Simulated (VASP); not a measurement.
# Pt (Im-3m) in VASP: a series of runs

Runs on Pt. Level: PBEsol. Tasks: single point, relaxation of cell and atoms.

Everything below comes from runs of VASP 6.6.1. Logs are shortened: lines on timing, memory, paths and dates and some standing lists are left out, and cuts for length are marked.

### Step 1. The cell of the first run

It takes space group Im-3m (No. 229, cubic). Conventional cell: a = 3.123 Å, b = 3.123 Å, c = 3.123 Å, α = 90.00°, β = 90.00°, γ = 90.00°. Within 3.6 Å of Pt (site symmetry m-3m) lie 14 Pt at 2.70 to 3.12 Å.

This isn't the form of Pt at room conditions, which is fcc.

### Step 2. Single point, PBEsol

Contents of INCAR:

```
  PREC = Accurate
  ENCUT = 520
  EDIFF = 1E-6
  ISMEAR = -1
  SIGMA = 0.1
  LREAL = F
  LASPH = T
  NELM = 60
  ALGO = Normal
  ISIF = 2
  LWAVE = F
  LCHARG = F
  GGA = PS
  NBANDS = 11
```

Contents of KPOINTS:

```
Automatic mesh
0
Gamma
  19 19 19
```

Contents of POSCAR:

```
Pt
1.0
   -1.5612956039      1.5612956039      1.5612956039
    1.5612956039     -1.5612956039      1.5612956039
    1.5612956039      1.5612956039     -1.5612956039
Pt
1
Direct
    0.0000000000      0.0000000000      0.0000000000
```

Potentials or basis: VASP PAW PBE potentials, release 64 (Pt).

On the command line:

```sh
cat potpaw_PBE.64/Pt/POTCAR > POTCAR
mpirun -np 1 vasp_std > vasp.out
```

OUTCAR:

```text
PREC = Accurate
   ENCUT = 520
   EDIFF = 1E-6
   ISMEAR = -1
   LREAL = F
   LASPH = T
   NELM = 60
   ISIF = 2
   GGA = PS

 ion  position               nearest neighbor table
   1  0.000  0.000  0.000-

  LATTYP: Found a body centered cubic cell.
 ALAT       =     3.1225912078

  Lattice vectors:

 A1 = (  -1.5612956039,   1.5612956039,   1.5612956039)
 A2 = (   1.5612956039,  -1.5612956039,   1.5612956039)
 A3 = (   1.5612956039,   1.5612956039,  -1.5612956039)

Analysis of symmetry for initial positions (statically):
=====================================================================
 Subroutine PRICEL returns:
 Original cell was already a primitive cell.

 Routine SETGRP: Setting up the symmetry group for a
 body centered cubic supercell.

 Subroutine GETGRP returns: Found 48 space group operations
 (whereof 48 operations were pure point group operations)
 out of a pool of 48 trial point group operations.

The static configuration has the point symmetry O_h .

Analysis of symmetry for dynamics (positions and initial velocities):
=====================================================================
 Subroutine PRICEL returns:
 Original cell was already a primitive cell.

 Routine SETGRP: Setting up the symmetry group for a
 body centered cubic supercell.

 Subroutine GETGRP returns: Found 48 space group operations
 (whereof 48 operations were pure point group operations)
 out of a pool of 48 trial point group operations.

The dynamic configuration has the point symmetry O_h .

 Subroutine INISYM returns: Found 48 space group operations
 (whereof 48 operations are pure point group operations),
 and found     1 'primitive' translations

----------------------------------------------------------------------------------------

                                     Primitive cell

  volume of cell :      15.2235

  direct lattice vectors                    reciprocal lattice vectors
    -1.561295604  1.561295604  1.561295604     0.000000000  0.320246851  0.320246851
     1.561295604 -1.561295604  1.561295604     0.320246851  0.000000000  0.320246851
     1.561295604  1.561295604 -1.561295604     0.320246851  0.320246851  0.000000000

  length of vectors
     2.704243312  2.704243312  2.704243312     0.452897439  0.452897439  0.452897439

  position of ions in fractional coordinates (direct lattice)
     0.000000000  0.000000000  0.000000000

  ion indices of the primitive-cell ions
   primitive index   ion index
                 1           1
[... 78 lines left out ...]
   ISIF   =      2    stress and relaxation
   ISYM   =      2    0-nonsym 1-usesym 2-fastsym
   POTIM  = 0.5000    time-step for ionic-motion
   TEBEG  =    0.0;   TEEND  =   0.0 temperature during run
   PSTRESS=    0.0 pullay stress
   NELECT =      10.0000    total number of electrons
   NUPDOWN=      -1.0000    fix difference up-down
   EMIN   =  10.00;   EMAX   =-10.00  energy-range for DOS
   EFERMI =   0.00;   METHOD = LEGACY
   ISMEAR =    -1;   SIGMA  =   0.10  broadening in eV -4-tet -1-fermi 0-gaus
   EFERMI_NEDOS =   21; number of points for ismear=-14 and -15
   IALGO  =     38    algorithm
   IMIX   =      4    mixing-type and parameters
     AMIX     =   0.40;   BMIX     =  1.00
     AMIX_MAG =   1.60;   BMIX_MAG =  1.00
  volume/ion in A,a.u.               =      15.22       102.73
  Fermi-wavevector in a.u.,A,eV,Ry     =   1.423103  2.689275 27.554824  2.025222
  Thomas-Fermi vector in A             =   2.543736
   LORBIT       =      0    0 simple, 1 ext, 2 COOP (PROOUT), +10 PAW based schemes
   GGA     = PS    functional components
   LHFCALC =     F    Hartree Fock is set to
   AEXX    =    0.0000 exact exchange contribution
   IVDW    =     0    specifies the selected vdW correction
   LEPSILON=     F    determine dielectric tensor
   LRPA    =     F    only Hartree local field effects (RPA)
 non-spin polarized calculation
  energy-cutoff  :      520.00
  volume of cell :       15.22
 maximum number of plane-waves:       420
   NGX =  9   NGY =  9   NGZ =  9

 number of electron      10.0000000 magnetization

 number of electron       9.9999997 magnetization

 Free energy of the ion-electron system (eV)
  ---------------------------------------------------
  ext. energy  EPLUGINS =         0.00000000
  ---------------------------------------------------
  free energy    TOTEN  =        -6.86405163 eV

  energy without entropy =       -6.82661102  energy(sigma->0) =       -6.84533132

 E-fermi :  10.6951     XC(G=0): -13.5654

 val. band max:       10.6938707687   @ k =  -0.4737  -0.4737   0.3684
 cond. band min:      10.6996289119   @ k =  -0.4211  -0.4211   0.0526
 fundamental gap:      0.0057581433
 Fermi energy:        10.6950691194

 k-point     1 :       0.0000    0.0000    0.0000
  band No.  band energies     occupation
      1       0.7383      2.00000
      2       7.0025      2.00000
      3       7.0025      2.00000
      4       7.0025      2.00000
      5       9.6537      1.99994
      6       9.6537      1.99994
      7      27.7650      0.00000
      8      27.7650      0.00000
      9      27.7650      0.00000
     10      38.2434      0.00000
     11      38.2434      0.00000
[... 309 lines left out ...]
 k-point    24 :       0.3158    0.1053    0.0000
  band No.  band energies     occupation
      1       4.0402      2.00000
      2       5.7783      2.00000
      3       7.7127      2.00000
      4       9.3327      2.00000
      5      10.0502      1.99684
      6      11.5501      0.00039
      7      20.5720      0.00000
      8      24.8897      0.00000
      9      27.5309      0.00000
     10      33.2796      0.00000
     11      36.0738      0.00000

 [... further k-points ...]

------------------------ aborting loop because EDIFF is reached ----------------------------------------

  FORCE on cell =-STRESS in cart. coord.  units (eV):
  Direction    XX          YY          ZZ          XY          YZ          ZX
  --------------------------------------------------------------------------------------
  -------------------------------------------------------------------------------------
  Total       -0.0340943     -0.0340943     -0.0340943      0.0000000     -0.0000000      0.0000000
  in kB       -3.5881990     -3.5881990     -3.5881990      0.0000000     -0.0000000      0.0000000
  external PRESSURE =      -3.5881990 kB  Pullay stress =       0.0000000 kB

 VOLUME and BASIS-vectors are now :
 -----------------------------------------------------------------------------
  energy-cutoff  :      520.00
  volume of cell :       15.22
      direct lattice vectors                 reciprocal lattice vectors
    -1.561295604  1.561295604  1.561295604     0.000000000  0.320246851  0.320246851
     1.561295604 -1.561295604  1.561295604     0.320246851  0.000000000  0.320246851
     1.561295604  1.561295604 -1.561295604     0.320246851  0.320246851  0.000000000

 POSITION                                       TOTAL-FORCE (eV/Angst)
 -----------------------------------------------------------------------------------
      0.00000      0.00000      0.00000         0.000000      0.000000      0.000000
 -----------------------------------------------------------------------------------
    total drift:                                0.000000     -0.000000     -0.000000

  FREE ENERGIE OF THE ION-ELECTRON SYSTEM (eV)
  ---------------------------------------------------
  free  energy   TOTEN  =        -6.8640516323 eV

  energy  without entropy=       -6.8266110170  energy(sigma->0) =       -6.84533132
```

Wall time 15 s (1 thread of AMD EPYC 9R45 (Zen 5), shared host); peak memory 0.12 GiB.

What came out:

```
Free energy            : -6.8641 eV
Pressure               : -0.4 GPa
Band gap on the k mesh : zero (bands 5 and 6 overlap by 2.19 eV)
```

Caveat: the PAW data sets were made with another functional, which shifts forces and pressure a little; spin-orbit coupling is left out, which moves the levels of the heavy elements.

### Step 3. Relaxation of cell and atoms, PBEsol

Contents of INCAR:

```
SYSTEM = Pt
PREC = Accurate
ENCUT = 600
EDIFF = 1E-7
ISMEAR = -1
SIGMA = 0.1
LREAL = .False.
LASPH = .True.
NELM = 100
ALGO = Normal
ISIF = 3
LWAVE = .False.
LCHARG = .False.
GGA = PS
IBRION = 2
NSW = 80
EDIFFG = -0.03
```

Contents of KPOINTS:

```
Automatic mesh
0
Gamma
  19 19 19
  0 0 0
```

Contents of POSCAR:

```
Pt
1.0
   -1.5608663556      1.5608663556      1.5608663556
    1.5608663556     -1.5608663556      1.5608663556
    1.5608663556      1.5608663556     -1.5608663556
Pt
1
Direct
    0.0000000000      0.0000000000      0.0000000000
```

Potentials or basis: VASP PAW PBE potentials, release 64 (Pt).

On the command line:

```sh
cat potpaw_PBE.64/Pt/POTCAR > POTCAR
mpirun -np 1 vasp_std > vasp.out
```

OUTCAR:

```text
SYSTEM = Pt
   PREC = Accurate
   ENCUT = 600
   EDIFF = 1E-7
   ISMEAR = -1
   LREAL = .False.
   LASPH = .True.
   NELM = 100
   ISIF = 3
   GGA = PS
   IBRION = 2
   NSW = 80
   EDIFFG = -0.03

 ion  position               nearest neighbor table
   1  0.000  0.000  0.000-

  LATTYP: Found a body centered cubic cell.
 ALAT       =     3.1217327112

  Lattice vectors:

 A1 = (  -1.5608663556,   1.5608663556,   1.5608663556)
 A2 = (   1.5608663556,  -1.5608663556,   1.5608663556)
 A3 = (   1.5608663556,   1.5608663556,  -1.5608663556)

Analysis of symmetry for initial positions (statically):
=====================================================================
 Subroutine PRICEL returns:
 Original cell was already a primitive cell.

 Routine SETGRP: Setting up the symmetry group for a
 body centered cubic supercell.

 Subroutine GETGRP returns: Found 48 space group operations
 (whereof 48 operations were pure point group operations)
 out of a pool of 48 trial point group operations.

The static configuration has the point symmetry O_h .

Analysis of symmetry for dynamics (positions and initial velocities):
=====================================================================
 Subroutine PRICEL returns:
 Original cell was already a primitive cell.

 Routine SETGRP: Setting up the symmetry group for a
 body centered cubic supercell.

 Subroutine GETGRP returns: Found 48 space group operations
 (whereof 48 operations were pure point group operations)
 out of a pool of 48 trial point group operations.

The dynamic configuration has the point symmetry O_h .

 Subroutine INISYM returns: Found 48 space group operations
 (whereof 48 operations are pure point group operations),
 and found     1 'primitive' translations

----------------------------------------------------------------------------------------

                                     Primitive cell

  volume of cell :      15.2110
[... 111 lines left out ...]
   LORBIT       =      0    0 simple, 1 ext, 2 COOP (PROOUT), +10 PAW based schemes
   GGA     = PS    functional components
   LHFCALC =     F    Hartree Fock is set to
   AEXX    =    0.0000 exact exchange contribution
   IVDW    =     0    specifies the selected vdW correction
   LEPSILON=     F    determine dielectric tensor
   LRPA    =     F    only Hartree local field effects (RPA)
 conjugate gradient relaxation of ions
 non-spin polarized calculation
  energy-cutoff  :      600.00
  volume of cell :       15.21
 maximum number of plane-waves:       531
 NGX is ok and might be reduce to    24
   NGX = 11   NGY = 11   NGZ = 11

 number of electron      10.0000001 magnetization

 Free energy of the ion-electron system (eV)
  ---------------------------------------------------
  ext. energy  EPLUGINS =         0.00000000
  ---------------------------------------------------
  free energy    TOTEN  =        -6.86405881 eV

  energy without entropy =       -6.82665704  energy(sigma->0) =       -6.84535793

 E-fermi :  10.7102     XC(G=0): -13.5702

 val. band max:       10.7090465677   @ k =  -0.4737  -0.4737   0.3684
 cond. band min:      10.7149150129   @ k =  -0.4211  -0.4211   0.0526
 fundamental gap:      0.0058684452
 Fermi energy:        10.7101967904

 k-point     1 :       0.0000    0.0000    0.0000
  band No.  band energies     occupation
      1       0.7448      2.00000
      2       7.0127      2.00000
      3       7.0127      2.00000
      4       7.0127      2.00000
      5       9.6674      1.99994
      6       9.6674      1.99994
      7      27.7798      0.00000
      8      27.7798      0.00000
      9      27.7798      0.00000
[... 265 lines left out ...]
 k-point    24 :       0.3158    0.1053    0.0000
  band No.  band energies     occupation
      1       4.0479      2.00000
      2       5.7870      2.00000
      3       7.7238      2.00000
      4       9.3461      2.00000
      5      10.0647      1.99686
      6      11.5662      0.00038
      7      20.5946      0.00000
      8      24.9075      0.00000
      9      27.5548      0.00000

 [... further k-points ...]

------------------------ aborting loop because EDIFF is reached ----------------------------------------

  FORCE on cell =-STRESS in cart. coord.  units (eV):
  Direction    XX          YY          ZZ          XY          YZ          ZX
  --------------------------------------------------------------------------------------
  -------------------------------------------------------------------------------------
  Total       -0.0029282     -0.0029282     -0.0029282      0.0000000     -0.0000000      0.0000000
  in kB       -0.3084256     -0.3084256     -0.3084256      0.0000000     -0.0000000      0.0000000
  external PRESSURE =      -0.3084256 kB  Pullay stress =       0.0000000 kB

 VOLUME and BASIS-vectors are now :
 -----------------------------------------------------------------------------
  energy-cutoff  :      600.00
  volume of cell :       15.21
      direct lattice vectors                 reciprocal lattice vectors
    -1.560866356  1.560866356  1.560866356     0.000000000  0.320334921  0.320334921
     1.560866356 -1.560866356  1.560866356     0.320334921  0.000000000  0.320334921
     1.560866356  1.560866356 -1.560866356     0.320334921  0.320334921  0.000000000

 POSITION                                       TOTAL-FORCE (eV/Angst)
 -----------------------------------------------------------------------------------
      0.00000      0.00000      0.00000         0.000000      0.000000     -0.000000
 -----------------------------------------------------------------------------------
    total drift:                                0.000000      0.000000      0.000000

  FREE ENERGIE OF THE ION-ELECTRON SYSTEM (eV)
  ---------------------------------------------------
  free  energy   TOTEN  =        -6.8640588068 eV

  energy  without entropy=       -6.8266570446  energy(sigma->0) =       -6.84535793

 reached required accuracy - stopping structural energy minimisation
```

Run time: 20 s. Hardware: 1 thread of AMD EPYC 9R45 (Zen 5), shared host; peak memory 0.14 GiB.

What came out:

| Quantity | Value |
| --- | --- |
| Free energy | -6.8641 eV |
| Pressure after relaxing | 0.0 GPa |
| Band gap on the k mesh | zero (bands 5 and 6 overlap by 2.20 eV) |

Final structure:
```
Pt
1.0
    -1.56087    1.56087    1.56087
     1.56087   -1.56087    1.56087
     1.56087    1.56087   -1.56087
Pt
1
Direct
  0.00000 0.00000 0.00000
```

Levels at points of the mesh, in eV from the Fermi level:
```tsv
k point	band 2	band 3	band 4	band 5	band 6	band 7	band 8	band 9
(0.00, 0.00, 0.00)	-3.70	-3.70	-3.70	-1.04	-1.04	17.07	17.07	17.07
```

Caveat: the PAW data sets were made with another functional, which shifts forces and pressure a little; spin-orbit coupling is left out, which moves the levels of the heavy elements.
